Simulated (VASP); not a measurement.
NaCl: single point with r2SCAN

Crystal: NaCl.

```xyz
2
Lattice="3.5483 0.0000 0.0000 0.0000 3.5483 0.0000 0.0000 0.0000 3.5483" Properties=species:S:1:pos:R:3 pbc="T T T"
Cl    1.7741    1.7741    1.7741
Na    0.0000    0.0000    0.0000
```

```yaml
Program: VASP 6.6.1
Task: single point
Functional: r2SCAN
Potentials_or_basis: VASP PAW PBE potentials, release 64 (Cl, Na_pv)
Cutoff: 520 eV
k_mesh: 8 × 8 × 8
Occupations: fermi-dirac, width 0.05 eV
Spin: no spin polarisation
```

```yaml
Pressure: -2.1 GPa
Band_gap_on_the_k_mesh: 4.68 eV, indirect (least direct gap 5.15 eV)
```

Levels at points of the mesh, in eV from the valence-band top:
```tsv
k point	band 4	band 5	band 6	band 7	band 8	band 9	band 10	band 11
(0.00, 0.00, 0.00)	-13.83	-0.47	-0.47	-0.47	4.68	9.22	9.22	16.53
(0.50, 0.00, 0.00)	-13.50	-2.79	-0.25	-0.25	7.56	9.25	11.27	12.54
(0.50, 0.50, 0.00)	-13.25	-2.17	-2.17	0.00	6.25	10.56	11.66	11.66
(0.50, 0.50, 0.50)	-12.99	-1.78	-1.78	-1.78	7.74	7.74	7.74	12.67
```

Wall time 100 s on 1 thread of Intel Xeon 8259CL, with other jobs on the host, peak memory 0.17 GiB.

Caveat: the PAW data sets were made with another functional, which shifts forces and pressure a little. A k mesh can miss the band edges.
